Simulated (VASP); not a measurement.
Runs of VASP 6.6.1 on Rh. The structure is that of space group Im-3m (No. 229), or close to it. The cells are those of the table. 

| task | cell | k mesh | cutoff (eV) | gap on the mesh (eV) | pressure (GPa) |
| --- | --- | --- | --- | --- | --- |
| single point | a = 2.710 Å, angles 109.5°, 1 atom | 16 × 16 × 16 | 520 | none | 0.5 |
| single point | a = 2.636 Å, angles 109.5°, 1 atom | 16 × 16 × 16 | 520 | none | (a) |
| relaxation of cell and atoms | relaxed from a = 2.614 Å, angles 109.5°, 1 atom | 15 × 15 × 15 | 600 | none | 0.1 |
| single point | a = 2.746 Å, angles 109.5°, 1 atom | 16 × 16 × 16 | 520 | none | -6.4 |
| single point | a = 2.673 Å, angles 109.5°, 1 atom | 16 × 16 × 16 | 520 | none | 9.3 |
| single point | a = 2.597 Å, angles 109.5°, 1 atom | 16 × 16 × 16 | 520 | none | 35.1 |
| single point | a = 2.710 Å, angles 109.5°, 1 atom | 15 × 15 × 15 | 520 | none | 0.5 |

Alike in all rows: level BLYP; potentials or basis VASP PAW PBE potentials, release 64 (Rh_pv); no spin polarisation; smearing fermi-dirac 0.1 eV.

**Question.** Fill in the values left out.

**Answer.** (a) 20.6.

Caveats: the PAW data sets were made with another functional, which shifts forces and pressure a little.

A k mesh can miss the band edges, and the runs leave out spin-orbit coupling on Rh.

A gap of «none» marks levels without a gap at the run's occupations.
